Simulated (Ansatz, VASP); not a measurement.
## One calculation of TaWC2, two programs

```
CELL_PARAMETERS angstrom
1.57186 0.90751 5.10162
-1.57186 0.90751 5.10162
0.00000 -1.81502 5.10162
ATOMIC_POSITIONS crystal
W 0.00000 0.00000 0.00000
Ta 0.50000 0.50000 0.50000
C 0.25093 0.25093 0.25093
C 0.74907 0.74907 0.74907
```

Alike in both runs: functional LDA; k mesh 10 × 10 × 10; occupations fermi-dirac, width 0.05 eV; no spin polarisation.

|  | VASP | Ansatz |
| --- | --- | --- |
| version | VASP 6.6.1 | Ansatz 0.2.0 |
| potentials or method | VASP PAW LDA potentials, release 64 (W_sv, Ta_sv_GW, C) | Ansatz PAW |
| plane-wave cutoff (eV) | 700 | 420 |
| valence electrons in the cell | 35 | 35 |
| task | single point | band structure |

Ansatz gave:

```
gap on the k mesh at the Fermi level (eV) : none
pressure (GPa)                            : -16.6
rms of the force components (eV/Å)        : 0.033
```

Problem. Which values does VASP return?

Solution. gap on the k mesh at the Fermi level (eV): none; pressure (GPa): -15.3; rms of the force components (eV/Å): 0.024.

LDA's correlation is that of Perdew and Zunger in VASP and of Perdew and Wang (1992) in Ansatz. Atom by atom the forces differ by 0.009 eV/Å (rms over components). A gap of «none» marks a metal or a gap that the smearing closes.

Neither program's run includes spin-orbit coupling.
